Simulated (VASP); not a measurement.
# ZnO (Fm-3m) in VASP: a series of runs

The runs below take ZnO through single point, with PBE-based screened hybrid with 100 % exact exchange, PBE-based global hybrid with 20 % exact exchange.

Everything below comes from runs of VASP 6.6.1. Logs are shortened: lines on timing, memory, paths and dates and some standing lists are left out, and cuts for length are marked.

**1. The cell of the first run**

It takes space group Fm-3m (No. 225, cubic). Conventional cell: a = 4.268 Å, b = 4.268 Å, c = 4.268 Å, α = 90.00°, β = 90.00°, γ = 90.00°. Zn (site symmetry m-3m) has 6 O at 2.13 Å within 2.8 Å. O (site symmetry m-3m) has 6 Zn at 2.13 Å within 2.8 Å.

**2. Single point, PBE-based screened hybrid with 100 % exact exchange**

POSCAR reads:

```
ZnO
1.0
    0.0000000000      2.1337703963      2.1337703963
    2.1337703963      0.0000000000      2.1337703963
    2.1337703963      2.1337703963      0.0000000000
Zn O
1 1
Direct
    0.0000000000      0.0000000000      0.0000000000
    0.5000000000      0.5000000000      0.5000000000
```

INCAR.step1 reads:

```
SYSTEM = ZnO
PREC     = Accurate       ! precision mode
ENCUT    = 520            ! plane-wave cutoff, eV
EDIFF    = 1E-5           ! SCF threshold, eV
ISMEAR   = 0              ! smearing method
SIGMA    = 0.01           ! smearing width, eV
LREAL    = .FALSE.        ! projectors in reciprocal space
LASPH    = .TRUE.         ! aspherical terms in the spheres
NELM     = 100            ! most SCF steps
ALGO     = Normal         ! electronic algorithm
ISIF     = 2              ! what is computed and relaxed
LWAVE    = .TRUE.         ! write WAVECAR
NBANDS   = 16             ! bands
GGA      = PE             ! functional
```

INCAR.step2 reads:

```
SYSTEM = ZnO
PREC     = Accurate       ! precision mode
ENCUT    = 520            ! plane-wave cutoff, eV
EDIFF    = 1E-6           ! SCF threshold, eV
ISMEAR   = 0              ! smearing method
SIGMA    = 0.01           ! smearing width, eV
LREAL    = .FALSE.        ! projectors in reciprocal space
LASPH    = .TRUE.         ! aspherical terms in the spheres
NELM     = 100            ! most SCF steps
ALGO     = Normal         ! electronic algorithm
ISIF     = 2              ! what is computed and relaxed
LWAVE    = .FALSE.        ! write WAVECAR
LCHARG   = .TRUE.         ! write CHGCAR
GGA      = PE             ! functional
LHFCALC  = .TRUE.         ! exact exchange
AEXX     = 1.0            ! exact-exchange fraction
HFSCREEN = 0.3            ! screening, 1/A
PRECFOCK = Normal       
LELF     = .TRUE.         ! ELF
LVHAR    = .TRUE.       
NBANDS   = 16             ! bands
ISTART   = 1            
ALDAC    = 1.0          
AGGAC    = 1.0
```

KPOINTS reads:

```
Automatic mesh
0
G
  4 4 4
  0 0 0
```

Potentials or basis: VASP PAW PBE potentials, release 64 (Zn, O).

On the command line:

```bash
$ cat potpaw_PBE.64/Zn/POTCAR potpaw_PBE.64/O/POTCAR > POTCAR
$ cp INCAR.step1 INCAR
$ mpirun -np 1 vasp_std > vasp.out
$ cp INCAR.step2 INCAR
$ mpirun -np 1 vasp_std > vasp.out
```

OUTCAR:

```text
SYSTEM = ZnO
   PREC = Accurate
   ENCUT = 520
   EDIFF = 1E-6
   ISMEAR = 0
   LREAL = .FALSE.
   LASPH = .TRUE.
   NELM = 100
   ISIF = 2
   GGA = PE
   LHFCALC = .TRUE.
   AEXX = 1.0
   HFSCREEN = 0.3
   PRECFOCK = Normal
   ISTART = 1

 ion  position               nearest neighbor table
   1  0.000  0.000  0.000-   2 2.13   2 2.13   2 2.13   2 2.13   2 2.13   2 2.13
   2  0.500  0.500  0.500-   1 2.13   1 2.13   1 2.13   1 2.13   1 2.13   1 2.13

  LATTYP: Found a face centered cubic cell.
 ALAT       =     4.2675407926

  Lattice vectors:

 A1 = (   0.0000000000,   2.1337703963,   2.1337703963)
 A2 = (   2.1337703963,   0.0000000000,   2.1337703963)
 A3 = (   2.1337703963,   2.1337703963,   0.0000000000)

Analysis of symmetry for initial positions (statically):
=====================================================================
 Subroutine PRICEL returns:
 Original cell was already a primitive cell.

 Routine SETGRP: Setting up the symmetry group for a
 face centered cubic supercell.

 Subroutine GETGRP returns: Found 48 space group operations
 (whereof 48 operations were pure point group operations)
 out of a pool of 48 trial point group operations.

The static configuration has the point symmetry O_h .

Analysis of symmetry for dynamics (positions and initial velocities):
=====================================================================
 Subroutine PRICEL returns:
 Original cell was already a primitive cell.

 Routine SETGRP: Setting up the symmetry group for a
 face centered cubic supercell.

 Subroutine GETGRP returns: Found 48 space group operations
 (whereof 48 operations were pure point group operations)
 out of a pool of 48 trial point group operations.

The dynamic configuration has the point symmetry O_h .

 Subroutine INISYM returns: Found 48 space group operations
 (whereof 48 operations are pure point group operations),
 and found     1 'primitive' translations

----------------------------------------------------------------------------------------

                                     Primitive cell

  volume of cell :      19.4300

  direct lattice vectors                    reciprocal lattice vectors
     0.000000000  2.133770396  2.133770396    -0.234326993  0.234326993  0.234326993
     2.133770396  0.000000000  2.133770396     0.234326993 -0.234326993  0.234326993
     2.133770396  2.133770396  0.000000000     0.234326993  0.234326993 -0.234326993

  length of vectors
     3.017607033  3.017607033  3.017607033     0.405866257  0.405866257  0.405866257

  position of ions in fractional coordinates (direct lattice)
     0.000000000  0.000000000  0.000000000
     0.500000000  0.500000000  0.500000000

  ion indices of the primitive-cell ions
   primitive index   ion index
                 1           1
                 2           2

----------------------------------------------------------------------------------------

 KPOINTS: Automatic mesh

Automatic generation of k-mesh.
 Grid dimensions read from file:
 generate k-points for:    4    4    4

 Generating k-lattice:

  Cartesian coordinates                     Fractional coordinates (reciprocal lattice)
    -0.058581748  0.058581748  0.058581748     0.250000000  0.000000000  0.000000000
     0.058581748 -0.058581748  0.058581748     0.000000000  0.250000000  0.000000000
     0.058581748  0.058581748 -0.058581748     0.000000000  0.000000000  0.250000000

  Length of vectors
     0.101466564  0.101466564  0.101466564

  Shift w.r.t. Gamma in fractional coordinates (k-lattice)
     0.000000000  0.000000000  0.000000000

 Subroutine IBZKPT returns following result:
 ===========================================

 Found      8 irreducible k-points:

 Following reciprocal coordinates:
            Coordinates               Weight
  0.000000  0.000000  0.000000      1.000000
  0.250000  0.000000  0.000000      8.000000
  0.500000  0.000000  0.000000      4.000000
  0.250000  0.250000  0.000000      6.000000
  0.500000  0.250000  0.000000     24.000000
 -0.250000  0.250000  0.000000     12.000000
  0.500000  0.500000  0.000000      3.000000
 -0.250000  0.500000  0.250000      6.000000
   k-points           NKPTS =      8   k-points in BZ     NKDIM =     64   number of bands    NBANDS=     16
   number of dos      NEDOS =    301   number of ions     NIONS =      2
   total plane-waves  NPLWV =  13824
   dimension x,y,z NGX =    24 NGY =   24 NGZ =   24
   dimension x,y,z NGXF=    48 NGYF=   48 NGZF=   48
   ions per type =               1   1
   NGX,Y,Z   is equivalent  to a cutoff of  13.22, 13.22, 13.22 a.u.
   NGXF,Y,Z  is equivalent  to a cutoff of  26.44, 26.44, 26.44 a.u.
 SYSTEM =  ZnO
   PREC   = accura    normal or accurate (medium, high low for compatibility)
   ISTART =      1    job   : 0-new  1-cont  2-samecut
   ICHARG =      0    charge: 1-file 2-atom 10-const
   ISPIN  =      1    spin polarized calculation?
   LNONCOLLINEAR =      F non collinear calculations
   LSORBIT =      F    spin-orbit coupling
   LASPH  =      T    aspherical Exc in radial PAW
   ENCUT  =  520.0 eV  38.22 Ry    6.18 a.u.   5.61  5.61  5.61*2*pi/ulx,y,z
   NELM   =    100;   NELMIN=  2; NELMDL=  0     # of ELM steps
   EDIFF  = 0.1E-05   stopping-criterion for ELM
   LREAL  =      F    real-space projection
   EDIFFG = 0.1E-04   stopping-criterion for IOM
   NSW    =      0    number of steps for IOM
   IBRION =     -1    ionic relax: 0-MD 1-quasi-New 2-CG
   NFREE  =      0    steps in history (QN), initial steepest desc. (CG)
   ISIF   =      2    stress and relaxation
   ISYM   =      3    0-nonsym 1-usesym 2-fastsym
   POTIM  = 0.5000    time-step for ionic-motion
   TEBEG  =    0.0;   TEEND  =   0.0 temperature during run
   PSTRESS=    0.0 pullay stress
   NELECT =      18.0000    total number of electrons
   NUPDOWN=      -1.0000    fix difference up-down
   EMIN   =  10.00;   EMAX   =-10.00  energy-range for DOS
   EFERMI =   0.00;   METHOD = LEGACY
   ISMEAR =     0;   SIGMA  =   0.01  broadening in eV -4-tet -1-fermi 0-gaus
   EFERMI_NEDOS =   21; number of points for ismear=-14 and -15
   IALGO  =     38    algorithm
   IMIX   =      1    mixing-type and parameters
     AMIX     =   0.40;   BMIX     =  1.00
     AMIX_MAG =   1.60;   BMIX_MAG =  1.00
  volume/ion in A,a.u.               =       9.72        65.56
  Fermi-wavevector in a.u.,A,eV,Ry     =   1.595908  3.015830 34.653003  2.546924
  Thomas-Fermi vector in A             =   2.693754
   LORBIT       =      0    0 simple, 1 ext, 2 COOP (PROOUT), +10 PAW based schemes
   GGA     = PE    functional components
   LHFCALC =     T    Hartree Fock is set to
   PRECFOCK=normal    Normal, Fast or Accurate (Low or Medium for compatibility)
   ENCUT4O =  -1.0   cutoff for four orbital integrals eV
   NKREDX  =     1    reduce k-point grid by
   NKREDY  =     1    reduce k-point grid by
   NKREDZ  =     1    reduce k-point grid by
   AEXX    =    1.0000 exact exchange contribution
   HFSCREEN=    0.3000 screening length (either q_TF or 0.3 A-1)
   HFSCREENC=   0.3000 screening length for correlation (either q_TF or 0.3 A-1)
   ENCUTFOCK=  -1.0 apply spherical cutoff to Coloumb kernel
   IVDW    =     0    specifies the selected vdW correction
   LEPSILON=     F    determine dielectric tensor
   LRPA    =     F    only Hartree local field effects (RPA)
 non-spin polarized calculation
 Gauss-broadening in eV      SIGMA  =   0.01
  energy-cutoff  :      520.00
  volume of cell :       19.43
 maximum number of plane-waves:       544
 NGX is ok and might be reduce to    24
  NGX = 18; NGY = 18; NGZ = 18

 number of electron      18.0000003 magnetization

 Free energy of the ion-electron system (eV)
  ---------------------------------------------------
  ext. energy  EPLUGINS =         0.00000000
  ---------------------------------------------------
  free energy    TOTEN  =       -18.64077674 eV

  energy without entropy =      -18.64077674  energy(sigma->0) =      -18.64077674

 E-fermi :  -1.8362     XC(G=0):  -3.9295

 val. band max:       -2.0334809760   @ k =   0.5000   0.0000   0.0000
 cond. band min:       5.6699791522   @ k =   0.0000   0.0000   0.0000
 fundamental gap:      7.7034601281
 Fermi energy:        -1.8361598385

 k-point     1 :       0.0000    0.0000    0.0000
  band No.  band energies     occupation
      1     -26.1413      2.00000
      2     -11.4520      2.00000
      3     -11.4520      2.00000
      4     -11.3246      2.00000
      5     -11.3246      2.00000
      6     -11.3246      2.00000
[... 8 lines left out ...]
     15      27.2150      0.00000
     16      27.2150      0.00000

 k-point     2 :       0.2500    0.0000    0.0000
  band No.  band energies     occupation
      1     -25.4382      2.00000
      2     -11.8321      2.00000
      3     -11.8321      2.00000
      4     -11.5747      2.00000
      5     -11.1672      2.00000
      6     -11.1672      2.00000
[... 8 lines left out ...]
     15      27.0238      0.00000
     16      27.0239      0.00000

 k-point     3 :       0.5000    0.0000    0.0000
  band No.  band energies     occupation
      1     -24.6106      2.00000
      2     -12.1904      2.00000
      3     -12.1904      2.00000
      4     -12.1844      2.00000
      5     -10.9941      2.00000
      6     -10.9941      2.00000
[... 8 lines left out ...]
     15      31.5377      0.00000
     16      31.5378      0.00000

 k-point     4 :       0.2500    0.2500    0.0000
  band No.  band energies     occupation
      1     -25.2878      2.00000
      2     -11.9986      2.00000
      3     -11.4811      2.00000
      4     -11.3670      2.00000
      5     -11.1658      2.00000
      6     -11.1658      2.00000
[... 8 lines left out ...]
     15      32.7154      0.00000
     16      34.1512      0.00000

 k-point     5 :       0.5000    0.2500    0.0000
  band No.  band energies     occupation
      1     -24.5822      2.00000
      2     -11.7769      2.00000
      3     -11.7354      2.00000
      4     -11.6746      2.00000
      5     -11.0515      2.00000
      6     -10.9436      2.00000
[... 8 lines left out ...]
     15      32.6187      0.00000
     16      33.2705      0.00000

 k-point     6 :      -0.2500    0.2500    0.0000
  band No.  band energies     occupation
      1     -24.7477      2.00000
      2     -12.0893      2.00000
      3     -12.0344      2.00000
      4     -11.4966      2.00000
      5     -11.0720      2.00000
      6     -11.0218      2.00000
[... 8 lines left out ...]
     15      28.7117      0.00000
     16      30.5126      0.00000

 k-point     7 :       0.5000    0.5000    0.0000
  band No.  band energies     occupation
      1     -24.5411      2.00000
      2     -11.6385      2.00000
      3     -11.2817      2.00000
      4     -10.8582      2.00000
      5     -10.8582      2.00000
      6     -10.6764      2.00000
[... 8 lines left out ...]
     15      34.2724      0.00000
     16      38.4571      0.00000

 k-point     8 :      -0.2500    0.5000    0.2500
  band No.  band energies     occupation
      1     -24.4224      2.00000
      2     -11.8887      2.00000
      3     -11.4407      2.00000
      4     -11.4407      2.00000
      5     -10.8580      2.00000
      6     -10.8247      2.00000
[... 8 lines left out ...]
     15      27.6576      0.00000
     16      36.1007      0.00000

------------------------ aborting loop because EDIFF is reached ----------------------------------------

  FORCE on cell =-STRESS in cart. coord.  units (eV):
  Direction    XX          YY          ZZ          XY          YZ          ZX
  --------------------------------------------------------------------------------------
  -------------------------------------------------------------------------------------
  Total       -1.4876665     -1.4876665     -1.4876665      0.0000000      0.0000000     -0.0000000
  in kB     -122.6713395   -122.6713395   -122.6713395      0.0000000      0.0000000     -0.0000000
  external PRESSURE =    -122.6713395 kB  Pullay stress =       0.0000000 kB

 VOLUME and BASIS-vectors are now :
 -----------------------------------------------------------------------------
  energy-cutoff  :      520.00
  volume of cell :       19.43
      direct lattice vectors                 reciprocal lattice vectors
     0.000000000  2.133770396  2.133770396    -0.234326993  0.234326993  0.234326993
     2.133770396  0.000000000  2.133770396     0.234326993 -0.234326993  0.234326993
     2.133770396  2.133770396  0.000000000     0.234326993  0.234326993 -0.234326993

 POSITION                                       TOTAL-FORCE (eV/Angst)
 -----------------------------------------------------------------------------------
      0.00000      0.00000      0.00000         0.000000      0.000000      0.000000
      2.13377      2.13377      2.13377        -0.000000     -0.000000     -0.000000
 -----------------------------------------------------------------------------------
    total drift:                                0.000000      0.000001      0.000001

  FREE ENERGIE OF THE ION-ELECTRON SYSTEM (eV)
  ---------------------------------------------------
  free  energy   TOTEN  =       -18.6407767382 eV

  energy  without entropy=      -18.6407767382  energy(sigma->0) =      -18.64077674
```

Run time: 4.5 min. Hardware: 1 thread of AMD EPYC 7R43 (Zen 3), shared host; peak memory 0.21 GiB.

What came out:

```yaml
Free_energy: -18.6408 eV
Pressure: -12.3 GPa
Band_gap_on_the_k_mesh: 7.70 eV (least direct gap 8.61 eV)
```

Caveat: the k points lie up to 0.64 Å⁻¹ apart; the PAW data sets were made with another functional, which shifts forces and pressure a little.

**3. Single point, PBE-based global hybrid with 20 % exact exchange**

POSCAR is that of step 2.

INCAR.step1 reads:

```
SYSTEM = ZnO
ALGO = Normal ; EDIFF = 1E-5
ENCUT = 520 ; GGA = PE
ISIF = 2 ; ISMEAR = 0
LASPH = .True. ; LCHARG = .False.
LREAL = .False. ; LWAVE = .True.
NBANDS = 16 ; NELM = 80
PREC = Accurate ; SIGMA = 0.01
```

INCAR.step2 reads:

```
SYSTEM = ZnO
AEXX = 0.2 ; ALGO = Normal
EDIFF = 1E-6 ; ENCUT = 520
GGA = PE ; ISIF = 2
ISMEAR = 0 ; ISTART = 1
LASPH = .True. ; LCHARG = .False.
LHFCALC = .True. ; LREAL = .False.
LWAVE = .False. ; NBANDS = 16
NELM = 80 ; PREC = Accurate
PRECFOCK = Normal ; SIGMA = 0.01
```

KPOINTS reads:

```
k-points
0
Gamma
  4 4 4
  0 0 0
```

Potentials or basis: VASP PAW PBE potentials, release 64 (Zn, O).

On the command line:

```bash
$ cat potpaw_PBE.64/Zn/POTCAR potpaw_PBE.64/O/POTCAR > POTCAR
$ cp INCAR.step1 INCAR
$ mpirun -np 1 vasp_std > vasp.out
$ cp INCAR.step2 INCAR
$ mpirun -np 1 vasp_std > vasp.out
```

Run time: 3.3 min. Hardware: 1 thread of AMD EPYC 7R43 (Zen 3), shared host; peak memory 0.11 GiB.

The run converged. Its results:

```
Free energy            : -11.0528 eV
Pressure               : 3.4 GPa
Band gap on the k mesh : 2.95 eV (least direct gap 4.22 eV)
```

Levels at points of the mesh, in eV from the valence-band top:
```
           k point  band 5  band 6  band 7  band 8  band 9  band 10  band 11  band 12  band 13  band 14
(0.00, 0.00, 0.00)   -5.63   -5.63   -1.27   -1.27   -1.27     2.95    20.30    20.30    20.30    20.49
(0.50, 0.00, 0.00)   -5.35   -5.35   -4.20    0.00    0.00     7.51    11.81    15.24    15.24    21.83
(0.50, 0.50, 0.00)   -5.23   -5.23   -4.94   -2.83   -2.83     6.55    13.25    13.30    18.21    18.21
```

Caveat: the k points lie up to 0.64 Å⁻¹ apart; the PAW data sets were made with another functional, which shifts forces and pressure a little. A k mesh can miss the band edges.
